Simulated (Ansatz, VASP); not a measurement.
Hf3AlN4: VASP beside Ansatz

```
Hf Al N
1.0
     3.17110    0.00000    0.00000
     0.00000    3.17110    0.00000
     0.00000    0.00000    8.87439
Hf Al N
3 1 4
Direct
  0.00000 0.00000 0.75007
  0.00000 0.00000 0.24993
  0.50000 0.50000 0.50000
  0.50000 0.50000 0.00000
  0.00000 0.00000 0.00000
  0.50000 0.50000 0.22739
  0.00000 0.00000 0.50000
  0.50000 0.50000 0.77261
```

Alike in both runs: functional PBE; k mesh 12 × 12 × 4; occupations gaussian, width 0.1 eV; no spin polarisation.

Ansatz relaxed the structure, and its values are those at the end. VASP's run is a single point on that final structure, the one shown.

|  | VASP | Ansatz |
| --- | --- | --- |
| version | VASP 6.6.1 | Ansatz 0.2.0 |
| potentials or method | VASP PAW PBE potentials, release 64 (Hf_pv, Al, N), cutoff 520 eV | scalar-relativistic, plane waves, PAW |
| valence electrons in the cell | 53 | 101 |

VASP gave:

```
gap on the k mesh at the Fermi level (eV) : none
pressure (GPa)                            : -1.9
rms of the force components (eV/Å)        : 0.025
```

**Question.** Estimate Ansatz's values.

**Answer.** gap on the k mesh at the Fermi level (eV): none; pressure (GPa): 0.0; rms of the force components (eV/Å): 0.002.

A gap of «none» marks a metal or a gap that the smearing closes. With one functional, cell and mesh, what is left measures potentials, basis and numerics. VASP's potentials hold 53 valence electrons a cell and Ansatz's 101, so a difference there can come from the potentials and not from the codes.

Neither program's run includes spin-orbit coupling.
